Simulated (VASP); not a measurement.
The system is Si2B2C.

```
Si B C
1.0
     3.65311    0.00000    0.00000
    -1.82655    3.16369    0.00000
     0.00000    0.00000    5.84838
Si B C
2 2 1
Direct
  0.33333 0.66667 0.23482
  0.33333 0.66667 0.76518
  0.00000 0.00000 0.50000
  0.33333 0.66667 0.50000
  0.66667 0.33333 0.50000
```

The cell was built from a structure type or drawn by symmetry, and may not be a known phase.

* Program: VASP 6.6.1
* Task: relaxation of cell and atoms
* Functional: PBE
* Potentials or basis: VASP PAW PBE potentials, release 64 (Si, B, C)
* Cutoff: 600 eV
* k mesh: 6 × 6 × 4
* Occupations: gaussian, width 0.1 eV
* Spin: no spin polarisation

At the start: pressure 25.3 GPa; volume 13.52 Å³/atom.

Q: How do energy, volume and symmetry change on relaxing?

A: Over 23 steps the energy falls by 1473.0 meV/atom and the volume is 12.11 Å³/atom (-10.4 %); space group P-6m2 (No. 187, to 0.1 Å) before and after.

Step by step:
```tsv
step	energy change (eV)	largest force (eV/Å)	pressure (GPa)	volume (Å³)
1	0.0000	14.5844	25.27	67.59
2	-2.8653	9.0432	-6.23	85.45
3	-3.5364	5.6209	-10.72	83.56
4	-3.7956	4.2553	-12.65	82.43
5	-4.4880	2.0030	-16.73	77.40
6	-4.8100	0.5128	-12.48	72.69
7	-4.7985	1.0923	-14.47	73.98
8	-4.8194	0.8598	-13.40	73.28
9	-6.1372	0.1935	-8.88	63.31
10	-6.6534	0.3806	2.28	55.50
11	-6.6541	0.4077	3.09	55.16
12	-6.7371	0.3411	0.71	55.98
13	-6.9526	0.9604	-2.36	58.21
14	-7.2240	0.6675	1.95	61.74
15	-7.2792	0.8534	-1.47	60.20
16	-7.3043	0.7498	-0.50	60.78
17	-7.3360	0.1991	1.10	61.53
18	-7.3504	0.1327	0.36	61.27
19	-7.3411	0.1715	-3.03	61.74
20	-7.3611	0.0006	-1.14	61.47
21	-7.3629	0.1239	0.77	60.15
22	-7.3643	0.0738	-0.01	60.67
23	-7.3649	0.0193	0.05	60.56
```

Final structure:
```
Si B C
1.0
     2.90632    0.00000    0.00000
    -1.45316    2.51695    0.00000
     0.00000    0.00000    8.27906
Si B C
2 2 1
Direct
  0.33333 0.66667 0.15067
  0.33333 0.66667 0.84933
  0.00000 0.00000 0.50000
  0.33333 0.66667 0.50000
  0.66667 0.33333 0.50000
```

Caveat: a cell axis changed by over 15 % at a fixed basis, so the end point is rough.
